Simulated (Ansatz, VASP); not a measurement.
Mg5ZrN2: VASP beside Ansatz

```
CELL_PARAMETERS angstrom
3.28851 -4.25417 0.00000
3.28851 4.25417 0.00000
0.00000 0.00000 5.94110
ATOMIC_POSITIONS crystal
Mg 0.00000 0.50000 0.24822
Mg 0.50000 0.00000 0.75178
Mg 0.00000 0.50000 0.75178
Mg 0.50000 0.00000 0.24822
Mg 0.50000 0.50000 0.50000
Zr 0.00000 0.00000 0.50000
N 0.75357 0.24643 0.50000
N 0.24643 0.75357 0.50000
```

Alike in both runs: functional PBE; k mesh 3 × 3 × 3; occupations gaussian, width 0.2 eV; no spin polarisation.

Ansatz relaxed the structure, and its values are those at the end. VASP's run is a single point on that final structure, the one shown.

|  | VASP | Ansatz |
| --- | --- | --- |
| version | VASP 6.6.1 | Ansatz 0.2.0 |
| potentials or method | VASP PAW PBE potentials, release 64 (Mg, Zr_sv, N), cutoff 600 eV | scalar-relativistic, plane waves, PAW |
| valence electrons in the cell | 32 | 72 |

|  | VASP | Ansatz | Ansatz less VASP |
| --- | --- | --- | --- |
| gap on the k mesh at the Fermi level (eV) | none | none | - |
| pressure (GPa) | 0.3 | 0.5 | +0.17 |
| rms of the force components (eV/Å) | 0.010 | 0.014 | +0.0038 |

A gap of «none» marks a metal or a gap that the smearing closes. VASP's potentials hold 32 valence electrons a cell and Ansatz's 72, so a difference there can come from the potentials and not from the codes.

The k mesh is coarse, so the values compare programs but aren't converged.
